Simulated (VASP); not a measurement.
# Zr (P6/mmm) in VASP: a series of runs, part 2 of 2

VASP 6.6.1. The steps go on from the part before.

**3. Single point, LDA**

The input, INCAR:

```
ALGO = Normal ; EDIFF = 1E-7
ENCUT = 520 ; GGA = CA
ISIF = 2 ; ISMEAR = -1
LASPH = T ; LCHARG = F
LREAL = F ; LWAVE = F
NBANDS = 12 ; NELM = 80
PREC = Accurate ; SIGMA = 0.08
```

The input, KPOINTS:

```
k-points
0
Gamma
  16 16 15
```

The input, POSCAR:

```
Zr
1.0
    2.6529033244      0.0000000000      0.0000000000
   -1.3264516622      2.2974816727      0.0000000000
    0.0000000000      0.0000000000      2.5892325112
Zr
1
Direct
    0.0000000000      0.0000000000      0.0000000000
```

Potentials or basis: VASP PAW LDA potentials, release 64 (Zr_sv).

The run is started by

```sh
$ cat potpaw_LDA.64/Zr_sv/POTCAR > POTCAR
$ mpirun -np 1 vasp_std > vasp.out
```

OUTCAR:

```text
EDIFF = 1E-7
   ENCUT = 520
   GGA = CA
   ISIF = 2
   ISMEAR = -1
   LASPH = T
   LREAL = F
   NELM = 80
   PREC = Accurate

 ion  position               nearest neighbor table
   1  0.000  0.000  0.000-

  LATTYP: Found a hexagonal cell.
 ALAT       =     2.6529033244
 C/A-ratio  =     0.9759995728

  Lattice vectors:

 A1 = (   2.6529033244,   0.0000000000,   0.0000000000)
 A2 = (  -1.3264516622,   2.2974816727,   0.0000000000)
 A3 = (   0.0000000000,   0.0000000000,   2.5892325112)

Analysis of symmetry for initial positions (statically):
=====================================================================
 Subroutine PRICEL returns:
 Original cell was already a primitive cell.

 Routine SETGRP: Setting up the symmetry group for a
 hexagonal supercell.

 Subroutine GETGRP returns: Found 24 space group operations
 (whereof 24 operations were pure point group operations)
 out of a pool of 24 trial point group operations.

The static configuration has the point symmetry D_6h.

Analysis of symmetry for dynamics (positions and initial velocities):
=====================================================================
 Subroutine PRICEL returns:
 Original cell was already a primitive cell.

 Routine SETGRP: Setting up the symmetry group for a
 hexagonal supercell.

 Subroutine GETGRP returns: Found 24 space group operations
 (whereof 24 operations were pure point group operations)
 out of a pool of 24 trial point group operations.

The dynamic configuration has the point symmetry D_6h.

 Subroutine INISYM returns: Found 24 space group operations
 (whereof 24 operations are pure point group operations),
 and found     1 'primitive' translations

----------------------------------------------------------------------------------------

                                     Primitive cell

[... 107 lines left out ...]
     AMIX     =   0.40;   BMIX     =  1.00
     AMIX_MAG =   1.60;   BMIX_MAG =  1.00
  volume/ion in A,a.u.               =      15.78       106.50
  Fermi-wavevector in a.u.,A,eV,Ry     =   1.494240  2.823704 30.378457  2.232754
  Thomas-Fermi vector in A             =   2.606538
   LORBIT       =      0    0 simple, 1 ext, 2 COOP (PROOUT), +10 PAW based schemes
   GGA     = CA    functional components
   LHFCALC =     F    Hartree Fock is set to
   AEXX    =    0.0000 exact exchange contribution
   IVDW    =     0    specifies the selected vdW correction
   LEPSILON=     F    determine dielectric tensor
   LRPA    =     F    only Hartree local field effects (RPA)
 non-spin polarized calculation
  energy-cutoff  :      520.00
  volume of cell :       15.78
 maximum number of plane-waves:       438
 NGX is ok and might be reduce to    20
   NGX =  9   NGY =  9   NGZ =  9

 number of electron      12.0000000 magnetization

 Free energy of the ion-electron system (eV)
  ---------------------------------------------------
  ext. energy  EPLUGINS =         0.00000000
  ---------------------------------------------------
  free energy    TOTEN  =        -8.09762546 eV

  energy without entropy =       -8.08350800  energy(sigma->0) =       -8.09056673

 E-fermi :  13.4882     XC(G=0): -13.1410

 val. band max:       13.4442874536   @ k =   0.1250   0.0625   0.2667
 cond. band min:      13.4882571452   @ k =   0.1250   0.0000   0.2667
 fundamental gap:      0.0439696916
 Fermi energy:        13.4882086873

 k-point     1 :       0.0000    0.0000    0.0000
  band No.  band energies     occupation
      1     -34.8848      2.00000
      2     -11.3929      2.00000
      3     -10.9922      2.00000
      4     -10.9922      2.00000
      5       8.2356      2.00000
      6      10.3981      2.00000
      7      14.7377      0.00000
      8      14.7377      0.00000
      9      22.2109      0.00000
     10      22.2109      0.00000
     11      25.5049      0.00000
     12      29.3812      0.00000
[... 331 lines left out ...]
 k-point    24 :       0.2500    0.1875    0.0000
  band No.  band energies     occupation
      1     -34.2019      2.00000
      2     -13.8773      2.00000
      3     -12.2683      2.00000
      4     -10.9554      2.00000
      5      11.6252      2.00000
      6      11.9965      2.00000
      7      13.9896      0.00379
      8      17.3255      0.00000
      9      20.0199      0.00000
     10      21.4850      0.00000
     11      27.7564      0.00000
     12      28.4327      0.00000

 [... further k-points ...]
[... 5 lines left out ...]
  --------------------------------------------------------------------------------------
  -------------------------------------------------------------------------------------
  Total        5.6664284      5.6664284      5.6618275      0.0000000      0.0000000      0.0000000
  in kB      575.2749372    575.2749372    574.8078427      0.0000000      0.0000000      0.0000000
  external PRESSURE =     575.1192390 kB  Pullay stress =       0.0000000 kB

 VOLUME and BASIS-vectors are now :
 -----------------------------------------------------------------------------
  energy-cutoff  :      520.00
  volume of cell :       15.78
      direct lattice vectors                 reciprocal lattice vectors
     2.652903324  0.000000000  0.000000000     0.376945511  0.217629592  0.000000000
    -1.326451662  2.297481673  0.000000000     0.000000000  0.435259185  0.000000000
     0.000000000  0.000000000  2.589232511     0.000000000  0.000000000  0.386214832

 POSITION                                       TOTAL-FORCE (eV/Angst)
 -----------------------------------------------------------------------------------
      0.00000      0.00000      0.00000         0.000000      0.000000      0.000000
 -----------------------------------------------------------------------------------
    total drift:                               -0.000000      0.000000      0.000000

  FREE ENERGIE OF THE ION-ELECTRON SYSTEM (eV)
  ---------------------------------------------------
  free  energy   TOTEN  =        -8.0976254597 eV

  energy  without entropy=       -8.0835079980  energy(sigma->0) =       -8.09056673
```

OSZICAR:

```text
N       E                     dE             d eps       ncg     rms          rms(c)
DAV:   1     0.925034197435E+02    0.92503E+02   -0.73034E+03  5776   0.105E+03
DAV:   2    -0.527065317754E+01   -0.97774E+02   -0.94379E+02  6492   0.288E+02
DAV:   3    -0.816526297253E+01   -0.28946E+01   -0.28330E+01  8188   0.423E+01
DAV:   4    -0.822282593653E+01   -0.57563E-01   -0.57531E-01  6408   0.590E+00
DAV:   5    -0.822441610460E+01   -0.15902E-02   -0.15901E-02  7636   0.725E-01    0.229E+01
DAV:   6    -0.808937312730E+01    0.13504E+00   -0.26272E-01  6756   0.478E+00    0.110E+01
DAV:   7    -0.809367352375E+01   -0.43004E-02   -0.15363E-01  7360   0.345E+00    0.123E+00
DAV:   8    -0.809763840420E+01   -0.39649E-02   -0.15605E-02  6444   0.148E+00    0.124E-01
DAV:   9    -0.809764628356E+01   -0.78794E-05   -0.51322E-04  6772   0.216E-01    0.255E-02
DAV:  10    -0.809762524437E+01    0.21039E-04   -0.18678E-05  6748   0.471E-02    0.837E-03
DAV:  11    -0.809762573522E+01   -0.49085E-06   -0.10249E-06  6568   0.116E-02    0.233E-03
DAV:  12    -0.809762545300E+01    0.28222E-06   -0.18638E-07  6204   0.382E-03    0.732E-04
DAV:  13    -0.809762545968E+01   -0.66855E-08   -0.92289E-09  3284   0.931E-04
   1 F= -.80976255E+01 E0= -.80905667E+01  d E =-.141175E-01
```

stdout:

```text
POSCAR found type information on POSCAR Zr
 POSCAR found :  1 types and       1 ions
 scaLAPACK will be used
 LDA part: xc-table for (Slater(with rela. corr.)+CA(PZ))
 , standard interpolation
 POSCAR, INCAR and KPOINTS ok, starting setup
 FFT: planning ... GRIDC
 FFT: planning ... GRID_SOFT
 FFT: planning ... GRID
 WAVECAR not read
 entering main loop
```

It took 17 s on 1 thread of Intel Xeon 6975P-C (Granite Rapids), shared host; peak memory 0.14 GiB.

What came out:

- Free energy: -8.0976 eV
- Pressure: 57.5 GPa
- Band gap on the k mesh: zero (bands 6 and 7 overlap by 2.37 eV)

Caveat: the cell stands under pressure.

**4. Relaxation of cell and atoms, LDA, target pressure 57 GPa, at which the enthalpy is minimised**

The input, INCAR:

```
  ALGO = Normal
  EDIFF = 1E-6
  EDIFFG = -0.005
  ENCUT = 600
  GGA = CA
  IBRION = 2
  ISIF = 3
  ISMEAR = -1
  LASPH = T
  LCHARG = F
  LREAL = F
  LWAVE = F
  NELM = 80
  NSW = 32
  PREC = Accurate
  PSTRESS = 570.0
  SIGMA = 0.08
```

KPOINTS is that of step 3.

The input, POSCAR:

```
Zr
1.0
    2.6527312642      0.0000000000      0.0000000000
   -1.3263656321      2.2973326642      0.0000000000
    0.0000000000      0.0000000000      2.5890024805
Zr
1
Direct
    0.0000000000      0.0000000000      0.0000000000
```

The run is started by

```sh
$ cat potpaw_LDA.64/Zr_sv/POTCAR > POTCAR
$ mpirun -np 1 vasp_std > vasp.out
```

Wall time 27 s (1 thread of Intel Xeon 6975P-C (Granite Rapids), shared host); peak memory 0.17 GiB.

It converged, with:

* Free energy: -8.1079 eV
* Relaxed volume: 15.81 Å³/atom
* Relaxed cell: a = 2.655 Å, b = 2.655 Å, c = 2.591 Å, α = 90.00°, β = 90.00°, γ = 120.00°
* Space group after relaxing (to 0.1 Å): P6/mmm (No. 191)
* Energy change on relaxing (the run minimises the enthalpy): -11.2 meV/atom
* Ionic steps: 3
* Pressure after relaxing: 57.0 GPa
* Band gap on the k mesh: zero (bands 6 and 7 overlap by 2.36 eV)

Step by step:
| step | energy change (eV) | largest force (eV/Å) | pressure (GPa) | volume (Å³) |
| --- | --- | --- | --- | --- |
| 1 | 0.0000 | 0.0000 | 57.53 | 15.78 |
| 2 | -0.0424 | 0.0000 | 55.47 | 15.90 |
| 3 | -0.0112 | 0.0000 | 56.98 | 15.81 |

Final structure:
```cif
data_structure
_symmetry_space_group_name_H-M 'P 1'
_symmetry_Int_Tables_number 1
_cell_length_a 2.6545
_cell_length_b 2.6545
_cell_length_c 2.5907
_cell_angle_alpha 90.000
_cell_angle_beta 90.000
_cell_angle_gamma 120.000
_cell_volume 15.81
loop_
_atom_site_label
_atom_site_type_symbol
_atom_site_fract_x
_atom_site_fract_y
_atom_site_fract_z
_atom_site_occupancy
Zr1 Zr 0.00000 0.00000 0.00000 1
```

Levels at points of the mesh, in eV from the Fermi level:
```
           k point  band 2  band 3  band 4  band 5  band 6  band 7  band 8  band 9  band 10
(0.00, 0.00, 0.00)  -24.89  -24.49  -24.49   -5.26   -3.08    1.25    1.25    8.71     8.71
(0.50, 0.00, 0.00)  -28.13  -25.32  -24.39   -4.22   -0.98    2.86    3.53    7.41     9.66
```

Caveat: the cell is relaxed towards a set pressure, so the run minimises the enthalpy, not the energy.

**5. Relaxation of cell and atoms, LDA, target pressure 57 GPa, at which the enthalpy is minimised**

This run uses another cell than the first one, of 16.04 Å³/atom.

The input, INCAR:

```
ALGO = Normal
EDIFF = 1E-7
EDIFFG = -0.005
ENCUT = 600
IBRION = 2
ISIF = 3
ISMEAR = -1
LASPH = True
LCHARG = False
LREAL = False
LWAVE = False
NELM = 80
NSW = 60
PREC = Accurate
PSTRESS = 570.0
SIGMA = 0.08
```

KPOINTS is that of step 4.

The input, POSCAR:

```
Zr
1.0
    2.7010210759      0.0000000000      0.0000000000
   -1.3505105380      2.3391528679      0.0000000000
    0.0000000000      0.0000000000      2.5389598113
Zr
1
Direct
    0.0000000000      0.0000000000      0.0000000000
```

The run is started by

```sh
$ cat potpaw_LDA.64/Zr_sv/POTCAR > POTCAR
$ mpirun -np 1 vasp_std > vasp.out
```

It took 58 s on 1 thread of Intel Xeon 6975P-C (Granite Rapids), shared host; peak memory 0.17 GiB.

Results (log left out):

* Free energy: -8.1080 eV
* Relaxed volume: 15.81 Å³/atom
* Relaxed cell: a = 2.655 Å, b = 2.655 Å, c = 2.591 Å, α = 90.00°, β = 90.00°, γ = 120.00°
* Space group after relaxing (to 0.1 Å): P6/mmm (No. 191)
* Energy change on relaxing (the run minimises the enthalpy): +58.1 meV/atom
* Ionic steps: 8
* Pressure after relaxing: 57.0 GPa
* Band gap on the k mesh: zero (bands 6 and 7 overlap by 2.36 eV)

The path:
```
step  energy change (eV)  largest force (eV/Å)  pressure (GPa)  volume (Å³)
   1              0.0000                0.0000           53.07        16.04
   2              0.3759                0.0000           71.54        15.11
   3              0.1000                0.0000           59.03        15.69
   4             -0.0233                0.0000           53.01        16.05
   5              0.0551                0.0000           56.86        15.82
   6              0.0560                0.0000           56.88        15.81
   7              0.0602                0.0000           57.13        15.80
   8              0.0581                0.0000           57.02        15.81
```

Final structure:
```cif
data_structure
_symmetry_space_group_name_H-M 'P 1'
_symmetry_Int_Tables_number 1
_cell_length_a 2.6546
_cell_length_b 2.6546
_cell_length_c 2.5905
_cell_angle_alpha 90.000
_cell_angle_beta 90.000
_cell_angle_gamma 120.000
_cell_volume 15.81
loop_
_atom_site_label
_atom_site_type_symbol
_atom_site_fract_x
_atom_site_fract_y
_atom_site_fract_z
_atom_site_occupancy
Zr1 Zr 0.00000 0.00000 0.00000 1
```

Levels at points of the mesh, in eV from the Fermi level:
```
           k point  band 3  band 4  band 5  band 6  band 7  band 8  band 9  band 10
(0.00, 0.00, 0.00)  -24.49  -24.49   -5.26   -3.08    1.25    1.25    8.71     8.71
(0.50, 0.00, 0.00)  -25.32  -24.39   -4.22   -0.98    2.86    3.53    7.41     9.65
```

Caveat: the cell is relaxed towards a set pressure, so the run minimises the enthalpy, not the energy.

**6. Overview**

```tsv
task	cell	cutoff (eV)	gap on the mesh (eV)	pressure (GPa)
single point	a = 2.653, b = 2.653, c = 2.589 Å, angles 90.0, 90.0, 120.0°, 1 atom	520	none	57.5
relaxation of cell and atoms	relaxed to 57 GPa from a = 2.653, b = 2.653, c = 2.589 Å, angles 90.0, 90.0, 120.0°, 1 atom	600	none	57.0
relaxation of cell and atoms	relaxed to 57 GPa from a = 2.701, b = 2.701, c = 2.539 Å, angles 90.0, 90.0, 120.0°, 1 atom	600	none	57.0
```

Alike in all rows: level LDA; potentials or basis VASP PAW LDA potentials, release 64 (Zr_sv); no spin polarisation; k mesh 16 × 16 × 15; smearing fermi-dirac 0.08 eV.

Caveats: the cell is relaxed towards a set pressure, so the run minimises the enthalpy, not the energy (at least some runs); the cell stands under pressure (at least some runs).

Total energies depend on the potentials used, so only differences within one code and one set of settings carry meaning.
